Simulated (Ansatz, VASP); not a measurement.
# Two plane-wave programs on PtSe2

```
Pt Se
1.0
     3.71715    0.00000    0.00000
    -1.85857    3.21915    0.00000
     0.00000    0.00000    5.82983
Pt Se
1 2
Direct
  0.00000 0.00000 0.00000
  0.33333 0.66667 0.22494
  0.66667 0.33333 0.77506
```

Alike in both runs: functional r2SCAN; k mesh 12 × 12 × 6; no spin polarisation.

Ansatz relaxed the structure, and its values are those at the end. VASP's run is a single point on that final structure, the one shown.

|  | VASP | Ansatz |
| --- | --- | --- |
| version | VASP 6.6.1 | Ansatz 0.2.0 |
| potentials or method | VASP PAW PBE potentials, release 64 (Pt, Se), cutoff 520 eV | scalar-relativistic, plane waves, PAW |
| occupations | gaussian, width 0.01 eV | fixed |
| valence electrons in the cell | 22 | 50 |

Ansatz gave:

| Item | Value |
| --- | --- |
| gap on the k mesh at the Fermi level (eV) | 0.59 |
| least direct gap on the mesh (eV) | 0.96 |
| pressure (GPa) | 0.0 |
| rms of the force components (eV/Å) | 0.000 |

**Question.** What did VASP give for the same quantities?

**Answer.** gap on the k mesh at the Fermi level (eV): 0.58; least direct gap on the mesh (eV): 0.95; pressure (GPa): 0.1; rms of the force components (eV/Å): 0.005.

VASP's potentials were made for PBE, not for r2SCAN. VASP's potentials hold 22 valence electrons a cell and Ansatz's 50, so a difference there can come from the potentials and not from the codes.

Spin-orbit coupling is off throughout.
